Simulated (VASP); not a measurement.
# AlN in VASP: notebook, part 2 of 2

VASP 6.6.1.

### Step 3. Single point, PBE

This run uses another cell than the first one, of 9.77 Å³/atom, 1.115 times its volume.

INCAR

```
PREC     = Accurate       # precision mode
ENCUT    = 520            # plane-wave cutoff, eV
EDIFF    = 1E-6           # SCF threshold, eV
ISMEAR   = 0              # smearing method
SIGMA    = 0.05           # smearing width, eV
LREAL    = False          # projectors in reciprocal space
LASPH    = True           # aspherical terms in the spheres
NELM     = 60             # most SCF steps
ALGO     = Normal         # electronic algorithm
ISIF     = 2              # what is computed and relaxed
LWAVE    = False          # write WAVECAR
LCHARG   = True           # write CHGCAR
GGA      = PE             # functional
LELF     = True           # ELF
LVHAR    = True         
NBANDS   = 11             # bands
```

KPOINTS

```
regular mesh
0
Gamma
  10 10 10
```

POSCAR

```
AlN
1.0
    0.0000000000      2.1380807902      2.1380807902
    2.1380807902      0.0000000000      2.1380807902
    2.1380807902      2.1380807902      0.0000000000
Al N
1 1
Direct
    0.5000000000      0.5000000000      0.5000000000
    0.0000000000      0.0000000000      0.0000000000
```

Potentials or basis: VASP PAW PBE potentials, release 64 (Al, N).

On the command line:

```
> cat potpaw_PBE.64/Al/POTCAR potpaw_PBE.64/N/POTCAR > POTCAR
> mpirun -np 1 vasp_std > vasp.out
```

Run time: 5.7 s. Hardware: 1 thread of AMD EPYC 9R45 (Zen 5), shared host; peak memory 0.1 GiB.

It converged, with:

| Quantity | Value |
| --- | --- |
| Free energy | -14.2822 eV |
| Pressure | -27.7 GPa |
| Band gap on the k mesh | 3.10 eV, indirect (least direct gap 3.45 eV) |

Levels at points of the mesh, in eV from the valence-band top:
```
           k point  band 2  band 3  band 4  band 5  band 6  band 7
(0.00, 0.00, 0.00)    0.00    0.00    0.00    3.45   11.61   11.61
(0.50, 0.00, 0.00)   -7.31   -0.80   -0.80    5.12    9.70    9.70
(0.50, 0.50, 0.00)   -6.32   -2.39   -2.39    3.10    5.53   12.10
```

### Step 4. Single point, PBE

This run uses another cell than the first one, of 9.44 Å³/atom, 1.077 times its volume.

INCAR

```
SYSTEM = AlN
PREC = Accurate
ENCUT = 520
EDIFF = 1E-6
ISMEAR = 0
SIGMA = 0.05
LREAL = .False.
LASPH = .True.
NELM = 60
ALGO = Normal
ISIF = 2
LWAVE = .False.
LCHARG = .False.
GGA = PE
NBANDS = 11
```

KPOINTS

```
Automatic mesh
0
Gamma
  10 10 10
  0 0 0
```

POSCAR

```
AlN
1.0
    0.0000000000      2.1132197051      2.1132197051
    2.1132197051      0.0000000000      2.1132197051
    2.1132197051      2.1132197051      0.0000000000
Al N
1 1
Direct
    0.5000000000      0.5000000000      0.5000000000
    0.0000000000      0.0000000000      0.0000000000
```

Potentials or basis: VASP PAW PBE potentials, release 64 (Al, N).

On the command line:

```
> cat potpaw_PBE.64/Al/POTCAR potpaw_PBE.64/N/POTCAR > POTCAR
> mpirun -np 1 vasp_std > vasp.out
```

OUTCAR:

```text
SYSTEM = AlN
   PREC = Accurate
   ENCUT = 520
   EDIFF = 1E-6
   ISMEAR = 0
   LREAL = .False.
   LASPH = .True.
   NELM = 60
   ISIF = 2
   GGA = PE

 ion  position               nearest neighbor table
   1  0.500  0.500  0.500-   2 2.11   2 2.11   2 2.11   2 2.11   2 2.11   2 2.11
   2  0.000  0.000  0.000-   1 2.11   1 2.11   1 2.11   1 2.11   1 2.11   1 2.11

  LATTYP: Found a face centered cubic cell.
 ALAT       =     4.2264394102

  Lattice vectors:

 A1 = (   0.0000000000,   2.1132197051,   2.1132197051)
 A2 = (   2.1132197051,   0.0000000000,   2.1132197051)
 A3 = (   2.1132197051,   2.1132197051,   0.0000000000)
[... 514 lines left out ...]
      8      22.3246      0.00000
      9      22.9381      0.00000
     10      28.7352      0.00000
     11      31.1929      0.00000

 [... further k-points ...]
[... 5 lines left out ...]
  --------------------------------------------------------------------------------------
  -------------------------------------------------------------------------------------
  Total       -2.6833369     -2.6833369     -2.6833369     -0.0000000      0.0000000     -0.0000000
  in kB     -227.7832749   -227.7832749   -227.7832749     -0.0000000      0.0000000     -0.0000000
  external PRESSURE =    -227.7832749 kB  Pullay stress =       0.0000000 kB

 VOLUME and BASIS-vectors are now :
 -----------------------------------------------------------------------------
  energy-cutoff  :      520.00
  volume of cell :       18.87
      direct lattice vectors                 reciprocal lattice vectors
     0.000000000  2.113219705  2.113219705    -0.236605782  0.236605782  0.236605782
     2.113219705  0.000000000  2.113219705     0.236605782 -0.236605782  0.236605782
     2.113219705  2.113219705  0.000000000     0.236605782  0.236605782 -0.236605782

 POSITION                                       TOTAL-FORCE (eV/Angst)
 -----------------------------------------------------------------------------------
      2.11322      2.11322      2.11322         0.000000      0.000000      0.000000
      0.00000      0.00000      0.00000         0.000000      0.000000     -0.000000
 -----------------------------------------------------------------------------------
    total drift:                                0.000000     -0.000000     -0.000000

  FREE ENERGIE OF THE ION-ELECTRON SYSTEM (eV)
  ---------------------------------------------------
  free  energy   TOTEN  =       -14.3883488280 eV

  energy  without entropy=      -14.3883488280  energy(sigma->0) =      -14.38834883
```

OSZICAR:

```text
N       E                     dE             d eps       ncg     rms          rms(c)
DAV:   1     0.732248394805E+01    0.73225E+01   -0.38488E+03  1050   0.659E+02
DAV:   2    -0.152318803806E+02   -0.22554E+02   -0.21104E+02  1275   0.117E+02
DAV:   3    -0.160404499631E+02   -0.80857E+00   -0.80724E+00  1270   0.202E+01
DAV:   4    -0.160429038084E+02   -0.24538E-02   -0.24537E-02  1156   0.124E+00
DAV:   5    -0.160429235020E+02   -0.19694E-04   -0.19694E-04  1220   0.114E-01    0.717E+00
DAV:   6    -0.144037668829E+02    0.16392E+01   -0.83068E+00  1142   0.143E+01    0.246E+00
DAV:   7    -0.143966959658E+02    0.70709E-02   -0.12803E-01  1136   0.285E+00    0.166E+00
DAV:   8    -0.143887661574E+02    0.79298E-02   -0.21121E-02  1076   0.126E+00    0.352E-01
DAV:   9    -0.143882843251E+02    0.48183E-03   -0.19851E-03  1163   0.256E-01    0.150E-01
DAV:  10    -0.143883536989E+02   -0.69374E-04   -0.16156E-04  1150   0.954E-02    0.346E-02
DAV:  11    -0.143883492496E+02    0.44492E-05   -0.11957E-05  1193   0.193E-02    0.878E-03
DAV:  12    -0.143883488280E+02    0.42165E-06   -0.54855E-07   604   0.614E-03
   1 F= -.14388349E+02 E0= -.14388349E+02  d E =-.382803E-15
```

stdout:

```text
POSCAR found type information on POSCAR AlN
 POSCAR found :  2 types and       2 ions
 scaLAPACK will be used
 LDA part: xc-table for (Slater+PW92), standard interpolation
 POSCAR, INCAR and KPOINTS ok, starting setup
 FFT: planning ... GRIDC
 FFT: planning ... GRID_SOFT
 FFT: planning ... GRID
 WAVECAR not read
 entering main loop
```

Run time: 5.2 s. Hardware: 1 thread of AMD EPYC 9R45 (Zen 5), shared host; peak memory 0.1 GiB.

What came out:

```yaml
Free_energy: -14.3883 eV
Pressure: -22.8 GPa
Band_gap_on_the_k_mesh: 3.40 eV, indirect (least direct gap 3.89 eV)
```

### Step 5. Single point, PBE

This run uses another cell than the first one, of 7.08 Å³/atom, 0.808 times its volume.

INCAR

```
SYSTEM = AlN
  ALGO = Normal
  EDIFF = 1E-7
  ENCUT = 520
  GGA = PE
  ISIF = 2
  ISMEAR = 0
  LASPH = .TRUE.
  LCHARG = .TRUE.
  LELF = .TRUE.
  LREAL = .FALSE.
  LVHAR = .TRUE.
  LWAVE = .FALSE.
  NBANDS = 11
  NELM = 80
  PREC = Accurate
  SIGMA = 0.05
```

KPOINTS

```
k-points
0
G
  10 10 10
  0 0 0
```

POSCAR

```
AlN
1.0
   -0.0764002333      1.8825801088      1.8825801088
    1.8825801088     -0.0764002333      1.8825801088
    1.8825801088      1.8825801088     -0.0764002333
Al N
1 1
Direct
    0.5000000000      0.5000000000      0.5000000000
    0.0000000000      0.0000000000      0.0000000000
```

On the command line:

```
> cat potpaw_PBE.64/Al/POTCAR potpaw_PBE.64/N/POTCAR > POTCAR
> mpirun -np 1 vasp_std > vasp.out
```

Wall time 8.3 s (1 thread of AMD EPYC 9R45 (Zen 5), shared host); peak memory 0.1 GiB.

Results (log left out):

- Free energy: -14.0155 eV
- Pressure: 62.1 GPa
- Band gap on the k mesh: 4.10 eV, indirect (least direct gap 7.29 eV)

Stress tensor (GPa, compression positive):
```
62.12 14.44 14.44
14.44 62.12 14.44
14.44 14.44 62.12
```

Levels at points of the mesh, in eV from the valence-band top:
```
           k point  band 2  band 3  band 4  band 5  band 6  band 7
(0.00, 0.00, 0.00)   -0.87   -0.87    0.00    7.29   11.38   11.38
(0.50, 0.00, 0.00)  -10.09   -2.08   -1.50    6.78   11.67   12.69
(0.50, 0.50, 0.00)   -9.05   -4.26   -3.30    4.10    5.95   15.23
(0.50, 0.50, 0.50)   -9.50   -2.45   -2.45    5.66   10.70   10.70
```

A k mesh can miss the band edges.

### Step 6. Overview

```csv
cell,gap on the mesh (eV),pressure (GPa)
"a = 2.916 Å, angles 60.0°, 2 atoms",4.05,-9.2
"a = 3.024 Å, angles 60.0°, 2 atoms",3.10,-27.7
"a = 2.989 Å, angles 60.0°, 2 atoms",3.40,-22.8
"a = 2.663 Å, angles 62.7°, 2 atoms",4.10,62.1
```

Alike in all rows: task single point; level PBE; potentials or basis VASP PAW PBE potentials, release 64 (Al, N); no spin polarisation; k mesh 10 × 10 × 10; cutoff (eV) 520; smearing gaussian 0.05 eV.

Absolute energies hang on the potentials; compare differences alone.
